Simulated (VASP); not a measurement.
# WS2 (P6_3/mmc) in VASP: single point with PBE

Aim: the single point of WS2 with PBE.

Everything below comes from runs of VASP 6.6.1. Logs are shortened: lines on timing, memory, paths and dates and some standing lists are left out, and cuts for length are marked.

**1. The cell of the first run**

It takes space group P6_3/mmc (No. 194, hexagonal). The conventional cell has a = 3.180 Å, b = 3.180 Å, c = 12.500 Å, α = 90.00°, β = 90.00°, γ = 120.00°. W (site symmetry -6m2) has 6 S at 2.41 Å and 6 W at 3.18 Å within 3.2 Å. S (site symmetry 3m) has 3 W at 2.41 Å and 7 S at 3.12 to 3.18 Å within 3.2 Å.

**2. Single point, PBE**

Contents of INCAR:

```
SYSTEM = WS2
PREC = Accurate
ENCUT = 500
EDIFF = 1E-6
ISMEAR = 1
SIGMA = 0.1
LREAL = .False.
LASPH = .True.
NELM = 120
ALGO = Normal
ISIF = 2
LWAVE = .False.
LCHARG = .True.
GGA = PE
LELF = .True.
LVHAR = .True.
NBANDS = 35
GGA_COMPAT = .False.
```

Contents of KPOINTS:

```
regular mesh
0
Gamma
  9 9 2
  0 0 0
```

Contents of POSCAR:

```
WS2
1.0
    3.1800000000      0.0000000000      0.0000000000
   -1.5900000000      2.7539607840      0.0000000000
    0.0000000000      0.0000000000     12.5000000000
W S
2 4
Direct
    0.3333333333      0.6666666667      0.2500000000
    0.6666666667      0.3333333333      0.7500000000
    0.3333333333      0.6666666667      0.6250000000
    0.3333333333      0.6666666667      0.8750000000
    0.6666666667      0.3333333333      0.1250000000
    0.6666666667      0.3333333333      0.3750000000
```

Potentials or basis: VASP PAW PBE potentials, release 64 (W_sv, S).

The run is started by

```
$ cat potpaw_PBE.64/W_sv/POTCAR potpaw_PBE.64/S/POTCAR > POTCAR
$ mpirun -np 1 vasp_std > vasp.out
```

OUTCAR:

```text
SYSTEM = WS2
   PREC = Accurate
   ENCUT = 500
   EDIFF = 1E-6
   ISMEAR = 1
   LREAL = .False.
   LASPH = .True.
   NELM = 120
   ISIF = 2
   GGA = PE

 ion  position               nearest neighbor table
   1  0.333  0.667  0.250-   5 2.41   6 2.41   5 2.41   6 2.41   5 2.41   6 2.41
   2  0.667  0.333  0.750-   3 2.41   4 2.41   3 2.41   4 2.41   3 2.41   4 2.41
   3  0.333  0.667  0.625-   2 2.41   2 2.41   2 2.41
   4  0.333  0.667  0.875-   2 2.41   2 2.41   2 2.41
   5  0.667  0.333  0.125-   1 2.41   1 2.41   1 2.41
   6  0.667  0.333  0.375-   1 2.41   1 2.41   1 2.41

  LATTYP: Found a hexagonal cell.
 ALAT       =     3.1800000000
 C/A-ratio  =     3.9308176101

  Lattice vectors:

 A1 = (   3.1800000000,   0.0000000000,   0.0000000000)
 A2 = (  -1.5900000000,   2.7539607840,   0.0000000000)
 A3 = (   0.0000000000,   0.0000000000,  12.5000000000)

Analysis of symmetry for initial positions (statically):
=====================================================================
 Subroutine PRICEL returns:
 Original cell was already a primitive cell.

 Routine SETGRP: Setting up the symmetry group for a
 hexagonal supercell.

 Subroutine GETGRP returns: Found 24 space group operations
 (whereof 12 operations were pure point group operations)
 out of a pool of 24 trial point group operations.

The static configuration has the point symmetry D_3d.
 The point group associated with its full space group is D_6h.

Analysis of symmetry for dynamics (positions and initial velocities):
=====================================================================
 Subroutine PRICEL returns:
 Original cell was already a primitive cell.

 Routine SETGRP: Setting up the symmetry group for a
 hexagonal supercell.

 Subroutine GETGRP returns: Found 24 space group operations
 (whereof 12 operations were pure point group operations)
 out of a pool of 24 trial point group operations.

The dynamic configuration has the point symmetry D_3d.
 The point group associated with its full space group is D_6h.

 Subroutine INISYM returns: Found 24 space group operations
 (whereof 12 operations are pure point group operations),
 and found     1 'primitive' translations

----------------------------------------------------------------------------------------

                                     Primitive cell

  volume of cell :     109.4699

  direct lattice vectors                    reciprocal lattice vectors
     3.180000000  0.000000000  0.000000000     0.314465409  0.181556688  0.000000000
    -1.590000000  2.753960784  0.000000000     0.000000000  0.363113377  0.000000000
     0.000000000  0.000000000 12.500000000     0.000000000  0.000000000  0.080000000

  length of vectors
     3.180000000  3.180000000 12.500000000     0.363113377  0.363113377  0.080000000

  position of ions in fractional coordinates (direct lattice)
     0.333333333  0.666666667  0.250000000
     0.666666667  0.333333333  0.750000000
     0.333333333  0.666666667  0.625000000
     0.333333333  0.666666667  0.875000000
     0.666666667  0.333333333  0.125000000
     0.666666667  0.333333333  0.375000000

  ion indices of the primitive-cell ions
   primitive index   ion index
                 1           1
                 2           2
                 3           3
                 4           4
                 5           5
                 6           6

----------------------------------------------------------------------------------------

 KPOINTS: regular mesh

Automatic generation of k-mesh.
 Grid dimensions read from file:
 generate k-points for:    9    9    2

 Generating k-lattice:

  Cartesian coordinates                     Fractional coordinates (reciprocal lattice)
     0.034940601  0.020172965  0.000000000     0.111111111  0.000000000  0.000000000
     0.000000000  0.040345931  0.000000000     0.000000000  0.111111111  0.000000000
     0.000000000  0.000000000  0.040000000     0.000000000  0.000000000  0.500000000

  Length of vectors
     0.040345931  0.040345931  0.040000000

  Shift w.r.t. Gamma in fractional coordinates (k-lattice)
     0.000000000  0.000000000  0.000000000

 Subroutine IBZKPT returns following result:
 ===========================================

 Found     24 irreducible k-points:

 Following reciprocal coordinates:
            Coordinates               Weight
  0.000000  0.000000  0.000000      1.000000
  0.111111 -0.000000  0.000000      6.000000
  0.222222 -0.000000  0.000000      6.000000
  0.333333 -0.000000  0.000000      6.000000
  0.444444 -0.000000  0.000000      6.000000
  0.111111  0.111111  0.000000      6.000000
[... 16 lines left out ...]
  0.333333  0.222222  0.500000     12.000000
  0.333333  0.333333  0.500000      2.000000
   k-points           NKPTS =     24   k-points in BZ     NKDIM =     24   number of bands    NBANDS=     35
   number of dos      NEDOS =    301   number of ions     NIONS =      6
   total plane-waves  NPLWV =  55296
   dimension x,y,z NGX =    24 NGY =   24 NGZ =   96
   dimension x,y,z NGXF=    48 NGYF=   48 NGZF=  192
   ions per type =               2   4
   NGX,Y,Z   is equivalent  to a cutoff of  12.55, 12.55, 12.77 a.u.
   NGXF,Y,Z  is equivalent  to a cutoff of  25.09, 25.09, 25.54 a.u.
 SYSTEM =  WS2
   PREC   = accura    normal or accurate (medium, high low for compatibility)
   ISTART =      0    job   : 0-new  1-cont  2-samecut
   ICHARG =      2    charge: 1-file 2-atom 10-const
   ISPIN  =      1    spin polarized calculation?
   LNONCOLLINEAR =      F non collinear calculations
   LSORBIT =      F    spin-orbit coupling
   LASPH  =      T    aspherical Exc in radial PAW
   ENCUT  =  500.0 eV  36.75 Ry    6.06 a.u.   5.80  5.80 22.79*2*pi/ulx,y,z
   NELM   =    120;   NELMIN=  2; NELMDL= -5     # of ELM steps
   EDIFF  = 0.1E-05   stopping-criterion for ELM
   LREAL  =      F    real-space projection
   EDIFFG = 0.1E-04   stopping-criterion for IOM
   NSW    =      0    number of steps for IOM
   IBRION =     -1    ionic relax: 0-MD 1-quasi-New 2-CG
   NFREE  =      0    steps in history (QN), initial steepest desc. (CG)
   ISIF   =      2    stress and relaxation
   ISYM   =      2    0-nonsym 1-usesym 2-fastsym
   POTIM  = 0.5000    time-step for ionic-motion
   TEBEG  =    0.0;   TEEND  =   0.0 temperature during run
   PSTRESS=    0.0 pullay stress
   NELECT =      52.0000    total number of electrons
   NUPDOWN=      -1.0000    fix difference up-down
   EMIN   =  10.00;   EMAX   =-10.00  energy-range for DOS
   EFERMI =   0.00;   METHOD = LEGACY
   ISMEAR =     1;   SIGMA  =   0.10  broadening in eV -4-tet -1-fermi 0-gaus
   EFERMI_NEDOS =   21; number of points for ismear=-14 and -15
   IALGO  =     38    algorithm
   IMIX   =      4    mixing-type and parameters
     AMIX     =   0.40;   BMIX     =  1.00
     AMIX_MAG =   1.60;   BMIX_MAG =  1.00
  volume/ion in A,a.u.               =      18.24       123.12
  Fermi-wavevector in a.u.,A,eV,Ry     =   1.277353  2.413847 22.199688  1.631631
  Thomas-Fermi vector in A             =   2.409958
   LORBIT       =      0    0 simple, 1 ext, 2 COOP (PROOUT), +10 PAW based schemes
   GGA     = PE    functional components
   LHFCALC =     F    Hartree Fock is set to
   AEXX    =    0.0000 exact exchange contribution
   IVDW    =     0    specifies the selected vdW correction
   LEPSILON=     F    determine dielectric tensor
   LRPA    =     F    only Hartree local field effects (RPA)
 non-spin polarized calculation
 Methfessel and Paxton  Order N= 1 SIGMA  =   0.10
  energy-cutoff  :      500.00
  volume of cell :      109.47
 maximum number of plane-waves:      2802
 NGX is ok and might be reduce to    24
   NGX = 11   NGY = 11   NGZ = 45

 number of electron      52.0000006 magnetization

 Free energy of the ion-electron system (eV)
  ---------------------------------------------------
  ext. energy  EPLUGINS =         0.00000000
  ---------------------------------------------------
  free energy    TOTEN  =       -47.27994088 eV

  energy without entropy =      -47.27997667  energy(sigma->0) =      -47.27995281

 E-fermi :   7.2045     XC(G=0): -10.7732

 val. band max:        7.1203271232   @ k =   0.0000   0.0000   0.0000
 cond. band min:       8.2778561253   @ k =   0.2222   0.1111   0.0000
 fundamental gap:      1.1575290021
 Fermi energy:         7.2045150125

 k-point     1 :       0.0000    0.0000    0.0000
  band No.  band energies     occupation
      1     -67.5157      2.00000
      2     -67.5157      2.00000
      3     -31.7552      2.00000
      4     -31.7551      2.00000
      5     -31.6058      2.00000
      6     -31.6058      2.00000
[... 27 lines left out ...]
     34       9.6262      0.00000
     35      11.7523      0.00000

 k-point     2 :       0.1111   -0.0000    0.0000
  band No.  band energies     occupation
      1     -67.5137      2.00000
      2     -67.5137      2.00000
      3     -31.7479      2.00000
      4     -31.7479      2.00000
      5     -31.6459      2.00000
      6     -31.6459      2.00000
[... 27 lines left out ...]
     34       9.7746      0.00000
     35      12.6300      0.00000

 k-point     3 :       0.2222   -0.0000    0.0000
  band No.  band energies     occupation
      1     -67.5087      2.00000
      2     -67.5086      2.00000
      3     -31.7463      2.00000
      4     -31.7463      2.00000
      5     -31.7296      2.00000
      6     -31.7296      2.00000
[... 27 lines left out ...]
     34      10.5304      0.00000
     35      13.7891      0.00000
[... 723 lines left out ...]
 k-point    23 :       0.3333    0.2222    0.5000
  band No.  band energies     occupation
      1     -67.4976      2.00000
      2     -67.4976      2.00000
      3     -31.8907      2.00000
      4     -31.8907      2.00000
      5     -31.7638      2.00000
      6     -31.7638      2.00000
[... 27 lines left out ...]
     34      11.6353      0.00000
     35      13.0425      0.00000

 k-point    24 :       0.3333    0.3333    0.5000
  band No.  band energies     occupation
      1     -67.4966      2.00000
      2     -67.4966      2.00000
      3     -31.8564      2.00000
      4     -31.8564      2.00000
      5     -31.8227      2.00000
      6     -31.8227      2.00000
[... 27 lines left out ...]
     34      11.9084      0.00000
     35      13.5368      0.00000

------------------------ aborting loop because EDIFF is reached ----------------------------------------

  FORCE on cell =-STRESS in cart. coord.  units (eV):
  Direction    XX          YY          ZZ          XY          YZ          ZX
  --------------------------------------------------------------------------------------
  -------------------------------------------------------------------------------------
  Total        1.1056264      1.1056264      2.3752274      0.0000000     -0.0000000      0.0000000
  in kB       16.1816976     16.1816976     34.7632917      0.0000000     -0.0000000      0.0000000
  external PRESSURE =      22.3755623 kB  Pullay stress =       0.0000000 kB

 VOLUME and BASIS-vectors are now :
 -----------------------------------------------------------------------------
  energy-cutoff  :      500.00
  volume of cell :      109.47
      direct lattice vectors                 reciprocal lattice vectors
     3.180000000  0.000000000  0.000000000     0.314465409  0.181556688  0.000000000
    -1.590000000  2.753960784  0.000000000     0.000000000  0.363113377  0.000000000
     0.000000000  0.000000000 12.500000000     0.000000000  0.000000000  0.080000000

 POSITION                                       TOTAL-FORCE (eV/Angst)
 -----------------------------------------------------------------------------------
     -0.00000      1.83597      3.12500        -0.000000      0.000000      0.000000
      1.59000      0.91799      9.37500        -0.000000     -0.000000      0.000000
     -0.00000      1.83597      7.81250         0.000000     -0.000000     -0.132672
     -0.00000      1.83597     10.93750         0.000000     -0.000000      0.132672
      1.59000      0.91799      1.56250        -0.000000      0.000000     -0.132672
      1.59000      0.91799      4.68750        -0.000000      0.000000      0.132672
 -----------------------------------------------------------------------------------
    total drift:                               -0.000000      0.000000     -0.000000

  FREE ENERGIE OF THE ION-ELECTRON SYSTEM (eV)
  ---------------------------------------------------
  free  energy   TOTEN  =       -47.2799408764 eV

  energy  without entropy=      -47.2799766688  energy(sigma->0) =      -47.27995281
```

Run time: 87 s. Hardware: 1 thread of AMD EPYC 7R13, shared host; peak memory 0.22 GiB.

Results:

```yaml
Free_energy: -47.2799 eV
Pressure: 2.2 GPa
Largest_force: 0.133 eV/Å
Band_gap_on_the_k_mesh: 1.16 eV (least direct gap 1.74 eV)
```

Forces in eV/Å, atoms in the order of the input:
```
W    0.000  0.000  0.000
W    0.000  0.000  0.000
S    0.000  0.000 -0.133
S    0.000  0.000  0.133
S    0.000  0.000 -0.133
S    0.000  0.000  0.133
```

Caveat: spin-orbit coupling is left out, which moves the levels of the heavy elements; this functional lacks dispersion, which binds layers or chains, so the pressure and a relaxed spacing across them are unreliable. A k mesh can miss the band edges.
